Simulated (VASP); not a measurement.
# SnTe (F-43m) in VASP: a series of runs, part 2 of 2

VASP 6.6.1. The steps go on from the part before.

### 3 Relaxation of cell and atoms, r2SCAN

Contents of POSCAR:

```
SnTe
1.0
    0.0000000000      3.6111460000      3.6111460000
    3.6111460000      0.0000000000      3.6111460000
    3.6111460000      3.6111460000      0.0000000000
Te Sn
1 1
Direct
    0.2500000000      0.2500000000      0.2500000000
    0.0000000000      0.0000000000      0.0000000000
```

Contents of INCAR.step1:

```
PREC = Accurate
ENCUT = 600
ISMEAR = -1
SIGMA = 0.05
LREAL = False
LASPH = True
NELM = 100
GGA = PE
ALGO = Normal
EDIFF = 1E-4
LWAVE = True
LCHARG = False
```

Contents of INCAR.step2:

```
PREC = Accurate
ENCUT = 600
EDIFF = 1E-6
ISMEAR = -1
SIGMA = 0.05
LREAL = False
LASPH = True
NELM = 100
ALGO = Normal
ISIF = 3
LWAVE = False
LCHARG = False
METAGGA = R2SCAN
LMIXTAU = True
IBRION = 2
NSW = 60
EDIFFG = -0.01
ISTART = 1
```

Contents of KPOINTS:

```
regular mesh
0
Gamma
  7 7 7
```

Potentials or basis: VASP PAW PBE potentials, release 64 (Te, Sn_d).

On the command line:

```bash
$ cat potpaw_PBE.64/Te/POTCAR potpaw_PBE.64/Sn_d/POTCAR > POTCAR
$ cp INCAR.step1 INCAR
$ mpirun -np 1 vasp_std > vasp.out
$ cp INCAR.step2 INCAR
$ mpirun -np 1 vasp_std > vasp.out
```

OUTCAR:

```text
PREC = Accurate
   ENCUT = 600
   EDIFF = 1E-6
   ISMEAR = -1
   LREAL = False
   LASPH = True
   NELM = 100
   ISIF = 3
   METAGGA = R2SCAN
   IBRION = 2
   NSW = 60
   EDIFFG = -0.01
   ISTART = 1

 ion  position               nearest neighbor table
   1  0.250  0.250  0.250-   2 3.13   2 3.13   2 3.13   2 3.13
   2  0.000  0.000  0.000-   1 3.13   1 3.13   1 3.13   1 3.13

  LATTYP: Found a face centered cubic cell.
 ALAT       =     7.2222920000

  Lattice vectors:

 A1 = (   0.0000000000,   3.6111460000,   3.6111460000)
 A2 = (   3.6111460000,   0.0000000000,   3.6111460000)
 A3 = (   3.6111460000,   3.6111460000,   0.0000000000)

Analysis of symmetry for initial positions (statically):
=====================================================================
 Subroutine PRICEL returns:
 Original cell was already a primitive cell.

 Routine SETGRP: Setting up the symmetry group for a
 face centered cubic supercell.

 Subroutine GETGRP returns: Found 24 space group operations
 (whereof 24 operations were pure point group operations)
 out of a pool of 48 trial point group operations.

The static configuration has the point symmetry T_d .

Analysis of symmetry for dynamics (positions and initial velocities):
=====================================================================
 Subroutine PRICEL returns:
 Original cell was already a primitive cell.

 Routine SETGRP: Setting up the symmetry group for a
 face centered cubic supercell.

 Subroutine GETGRP returns: Found 24 space group operations
 (whereof 24 operations were pure point group operations)
 out of a pool of 48 trial point group operations.

The dynamic configuration has the point symmetry T_d .

 Subroutine INISYM returns: Found 24 space group operations
 (whereof 24 operations are pure point group operations),
 and found     1 'primitive' translations

----------------------------------------------------------------------------------------

                                     Primitive cell

  volume of cell :      94.1814

  direct lattice vectors                    reciprocal lattice vectors
     0.000000000  3.611146000  3.611146000    -0.138460201  0.138460201  0.138460201
     3.611146000  0.000000000  3.611146000     0.138460201 -0.138460201  0.138460201
     3.611146000  3.611146000  0.000000000     0.138460201  0.138460201 -0.138460201

  length of vectors
     5.106931649  5.106931649  5.106931649     0.239820102  0.239820102  0.239820102

  position of ions in fractional coordinates (direct lattice)
     0.250000000  0.250000000  0.250000000
     0.000000000  0.000000000  0.000000000

  ion indices of the primitive-cell ions
   primitive index   ion index
                 1           1
                 2           2

----------------------------------------------------------------------------------------

 KPOINTS: regular mesh

Automatic generation of k-mesh.
 Grid dimensions read from file:
 generate k-points for:    7    7    7

 Generating k-lattice:

  Cartesian coordinates                     Fractional coordinates (reciprocal lattice)
    -0.019780029  0.019780029  0.019780029     0.142857143  0.000000000  0.000000000
     0.019780029 -0.019780029  0.019780029     0.000000000  0.142857143  0.000000000
     0.019780029  0.019780029 -0.019780029     0.000000000  0.000000000  0.142857143

  Length of vectors
     0.034260015  0.034260015  0.034260015

  Shift w.r.t. Gamma in fractional coordinates (k-lattice)
     0.000000000  0.000000000  0.000000000

 Subroutine IBZKPT returns following result:
 ===========================================

 Found     20 irreducible k-points:

 Following reciprocal coordinates:
            Coordinates               Weight
  0.000000  0.000000  0.000000      1.000000
  0.142857  0.000000  0.000000      8.000000
  0.285714  0.000000  0.000000      8.000000
  0.428571  0.000000  0.000000      8.000000
  0.142857  0.142857  0.000000      6.000000
  0.285714  0.142857  0.000000     24.000000
[... 12 lines left out ...]
 -0.428571  0.428571  0.142857     24.000000
 -0.285714  0.428571  0.142857     24.000000
   k-points           NKPTS =     20   k-points in BZ     NKDIM =     20   number of bands    NBANDS=     14
   number of dos      NEDOS =    301   number of ions     NIONS =      2
   total plane-waves  NPLWV =  74088
   dimension x,y,z NGX =    42 NGY =   42 NGZ =   42
   dimension x,y,z NGXF=    84 NGYF=   84 NGZF=   84
   ions per type =               1   1
   NGX,Y,Z   is equivalent  to a cutoff of  13.67, 13.67, 13.67 a.u.
   NGXF,Y,Z  is equivalent  to a cutoff of  27.34, 27.34, 27.34 a.u.
 SYSTEM =  unknown system
   PREC   = accura    normal or accurate (medium, high low for compatibility)
   ISTART =      1    job   : 0-new  1-cont  2-samecut
   ICHARG =      0    charge: 1-file 2-atom 10-const
   ISPIN  =      1    spin polarized calculation?
   LNONCOLLINEAR =      F non collinear calculations
   LSORBIT =      F    spin-orbit coupling
   LASPH  =      T    aspherical Exc in radial PAW
   ENCUT  =  600.0 eV  44.10 Ry    6.64 a.u.  10.20 10.20 10.20*2*pi/ulx,y,z
   NELM   =    100;   NELMIN=  2; NELMDL=  0     # of ELM steps
   EDIFF  = 0.1E-05   stopping-criterion for ELM
   LREAL  =      F    real-space projection
   EDIFFG = -.1E-01   stopping-criterion for IOM
   NSW    =     60    number of steps for IOM
   IBRION =      2    ionic relax: 0-MD 1-quasi-New 2-CG
   NFREE  =      1    steps in history (QN), initial steepest desc. (CG)
   ISIF   =      3    stress and relaxation
   ISYM   =      2    0-nonsym 1-usesym 2-fastsym
   POTIM  = 0.5000    time-step for ionic-motion
   TEBEG  =    0.0;   TEEND  =   0.0 temperature during run
   PSTRESS=    0.0 pullay stress
   NELECT =      20.0000    total number of electrons
   NUPDOWN=      -1.0000    fix difference up-down
   EMIN   =  10.00;   EMAX   =-10.00  energy-range for DOS
   EFERMI =   0.00;   METHOD = LEGACY
   ISMEAR =    -1;   SIGMA  =   0.05  broadening in eV -4-tet -1-fermi 0-gaus
   EFERMI_NEDOS =   21; number of points for ismear=-14 and -15
   IALGO  =     38    algorithm
   IMIX   =      4    mixing-type and parameters
     AMIX     =   0.40;   BMIX     =  1.00
     AMIX_MAG =   1.60;   BMIX_MAG =  1.00
  volume/ion in A,a.u.               =      47.09       317.78
  Fermi-wavevector in a.u.,A,eV,Ry     =   0.976704  1.845704 12.979296  0.953951
  Thomas-Fermi vector in A             =   2.107344
   LORBIT       =      0    0 simple, 1 ext, 2 COOP (PROOUT), +10 PAW based schemes
   METAGGA = R2SCAN    functional components
   LHFCALC =     F    Hartree Fock is set to
   AEXX    =    0.0000 exact exchange contribution
   IVDW    =     0    specifies the selected vdW correction
   LEPSILON=     F    determine dielectric tensor
   LRPA    =     F    only Hartree local field effects (RPA)
 conjugate gradient relaxation of ions
 non-spin polarized calculation
  energy-cutoff  :      600.00
  volume of cell :       94.18
 maximum number of plane-waves:      3166
 NGX is ok and might be reduce to    42
   NGX = 21   NGY = 21   NGZ = 21

--------------------------------------- Ionic step        1  -------------------------------------------

 number of electron      20.0000000 magnetization

 Free energy of the ion-electron system (eV)
  ---------------------------------------------------
  ext. energy  EPLUGINS =         0.00000000
  ---------------------------------------------------
  free energy    TOTEN  =       -50.06593110 eV

  energy without entropy =      -50.06524864  energy(sigma->0) =      -50.06558987

------------------------ aborting loop because EDIFF is reached ----------------------------------------

  FORCE on cell =-STRESS in cart. coord.  units (eV):
  Direction    XX          YY          ZZ          XY          YZ          ZX
  --------------------------------------------------------------------------------------
  -------------------------------------------------------------------------------------
  Total       -0.3351277     -0.3351277     -0.3351277     -0.0000000     -0.0000000      0.0000000
  in kB       -5.7010627     -5.7010627     -5.7010627     -0.0000000     -0.0000000      0.0000000
  external PRESSURE =      -5.7010627 kB  Pullay stress =       0.0000000 kB
[... 57 lines left out ...]
  energy  without entropy=      -50.0687402629  energy(sigma->0) =      -50.06928169

--------------------------------------- Ionic step        3  -------------------------------------------

 number of electron      20.0000003 magnetization

 Free energy of the ion-electron system (eV)
  ---------------------------------------------------
  ext. energy  EPLUGINS =         0.00000000
  ---------------------------------------------------
  free energy    TOTEN  =       -50.06984348 eV

  energy without entropy =      -50.06879381  energy(sigma->0) =      -50.06931864

 E-fermi :   3.3214     XC(G=0):  -8.0489

 val. band max:        3.1134471006   @ k =  -0.2857   0.4286   0.1429
 cond. band min:       3.4570039301   @ k =   0.4286   0.4286   0.0000
 fundamental gap:      0.3435568295
 Fermi energy:         3.3213711487

 k-point     1 :       0.0000    0.0000    0.0000
  band No.  band energies     occupation
      1     -19.2613      2.00000
      2     -19.2613      2.00000
      3     -19.2613      2.00000
      4     -19.2466      2.00000
      5     -19.2466      2.00000
      6      -8.8975      2.00000
      7      -1.8675      2.00000
      8       1.1002      2.00000
      9       1.1003      2.00000
     10       1.1003      2.00000
     11       4.3456      0.00000
     12       4.3456      0.00000
     13       4.3456      0.00000
     14       7.5681      0.00000
[... 350 lines left out ...]
  FREE ENERGIE OF THE ION-ELECTRON SYSTEM (eV)
  ---------------------------------------------------
  free  energy   TOTEN  =       -50.0698434804 eV

  energy  without entropy=      -50.0687938071  energy(sigma->0) =      -50.06931864

 reached required accuracy - stopping structural energy minimisation
```

OUTCAR.step1:

```text
PREC = Accurate
   ENCUT = 600
   ISMEAR = -1
   LREAL = False
   LASPH = True
[... 554 lines left out ...]
      1.80557      1.80557      1.80557         0.000000     -0.000000     -0.000000
      0.00000      0.00000      0.00000        -0.000000      0.000000      0.000000
 -----------------------------------------------------------------------------------
    total drift:                               -0.000000     -0.000000     -0.000000

  FREE ENERGIE OF THE ION-ELECTRON SYSTEM (eV)
  ---------------------------------------------------
  free  energy   TOTEN  =        -7.0650907484 eV

  energy  without entropy=       -7.0639058442  energy(sigma->0) =       -7.06449830
```

OSZICAR.step1:

```text
N       E                     dE             d eps       ncg     rms          rms(c)
DAV:   1     0.122548753227E+03    0.12255E+03   -0.10246E+04   560   0.161E+03
DAV:   2     0.387951167660E+01   -0.11867E+03   -0.11703E+03   578   0.332E+02
DAV:   3    -0.690148038381E+01   -0.10781E+02   -0.10487E+02   716   0.989E+01
DAV:   4    -0.720502640638E+01   -0.30355E+00   -0.30342E+00   656   0.181E+01
DAV:   5    -0.721456859109E+01   -0.95422E-02   -0.95421E-02   890   0.286E+00    0.436E+00
DAV:   6    -0.706490187058E+01    0.14967E+00   -0.42441E-01   698   0.348E+00    0.285E+00
DAV:   7    -0.706233179672E+01    0.25701E-02   -0.82509E-02   650   0.128E+00    0.106E+00
DAV:   8    -0.706397289919E+01   -0.16411E-02   -0.94692E-03   638   0.821E-01    0.235E-01
DAV:   9    -0.706475379588E+01   -0.78090E-03   -0.21384E-03   620   0.328E-01    0.775E-02
DAV:  10    -0.706490790963E+01   -0.15411E-03   -0.24033E-04   674   0.923E-02    0.491E-02
DAV:  11    -0.706508896183E+01   -0.18105E-03   -0.28729E-04   606   0.783E-02    0.335E-02
DAV:  12    -0.706509074839E+01   -0.17866E-05   -0.82097E-06   424   0.281E-02
   1 F= -.70650907E+01 E0= -.70644983E+01  d E =-.118490E-02
```

It took 3.5 min on 1 thread of Intel Xeon Platinum 8488C (Sapphire Rapids), shared host; peak memory 0.29 GiB.

What came out:

```yaml
Free_energy: -50.0698 eV
Relaxed_volume: 46.03 Å³/atom
Relaxed_cell: a = 5.068 Å, b = 5.068 Å, c = 5.068 Å, α = 60.00°, β = 60.00°, γ = 60.00°
Space_group_after_relaxing_to_0.05_Å: F-43m (No. 216)
Energy_gained_by_relaxing: 2.0 meV/atom
Ionic_steps: 3
Pressure_after_relaxing: 0.0 GPa
Band_gap_on_the_k_mesh: 0.34 eV, indirect (least direct gap 0.90 eV)
```

Step by step:
```tsv
step	energy change (eV)	largest force (eV/Å)	pressure (GPa)	volume (Å³)
1	0.0000	0.0000	-0.57	94.18
2	-0.0039	0.0000	0.05	91.92
3	-0.0039	0.0000	0.00	92.07
```

Final structure:
```xyz
2
Lattice="0.0000 3.5839 3.5839 3.5839 0.0000 3.5839 3.5839 3.5839 0.0000" Properties=species:S:1:pos:R:3 pbc="T T T"
Te    1.7920    1.7920    1.7920
Sn    0.0000    0.0000    0.0000
```

Levels at points of the mesh, in eV from the valence-band top:
```csv
k point,band 7,band 8,band 9,band 10,band 11,band 12,band 13,band 14
"(0.00, 0.00, 0.00)",-4.98,-2.01,-2.01,-2.01,1.23,1.23,1.23,4.45
```

Caveat: the PAW data sets were made with another functional, which shifts forces and pressure a little; spin-orbit coupling is left out, which moves the levels of the heavy elements. A k mesh can miss the band edges.
